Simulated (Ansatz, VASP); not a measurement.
## Two plane-wave programs on TaN

```xyz
12
Lattice="5.1783 0.0000 0.0000 -2.5892 4.4846 0.0000 0.0000 0.0000 5.7918" Properties=species:S:1:pos:R:3 pbc="T T T"
Ta    0.0000    0.0000    0.0000
Ta    0.0000    2.9897    1.4479
Ta    2.5892    1.4949    1.4479
Ta    0.0000    0.0000    2.8959
Ta    0.0000    2.9897    4.3438
Ta    2.5892    1.4949    4.3438
N     2.0372    0.0000    0.0000
N     1.5706    2.7203    0.0000
N    -1.0186    1.7643    0.0000
N     2.0372    0.0000    2.8959
N     1.5706    2.7203    2.8959
N    -1.0186    1.7643    2.8959
```

Alike in both runs: task single point; functional PBEsol; k mesh 7 × 7 × 6; occupations methfessel-paxton of order 1, width 0.1 eV; no spin polarisation.

|  | VASP | Ansatz |
| --- | --- | --- |
| version | VASP 6.6.1 | Ansatz 0.2.0 |
| potentials or method | VASP PAW PBE potentials, release 64 (Ta_pv, N), cutoff 520 eV | plane-wave PAW DFT |
| valence electrons in the cell | 96 | 108 |

```tsv
	VASP	Ansatz	Ansatz less VASP
pressure (GPa)	0.9	-0.1	-1.00
rms of the force components (eV/Å)	0.007	0.005	-0.0022
```

VASP's potentials were made for PBE, not for PBEsol, and Ansatz warns of the same on its side. With one functional, cell and mesh, what is left measures potentials, basis and numerics. VASP's potentials hold 96 valence electrons a cell and Ansatz's 108, so a difference there can come from the potentials and not from the codes.

Neither program's run includes spin-orbit coupling.
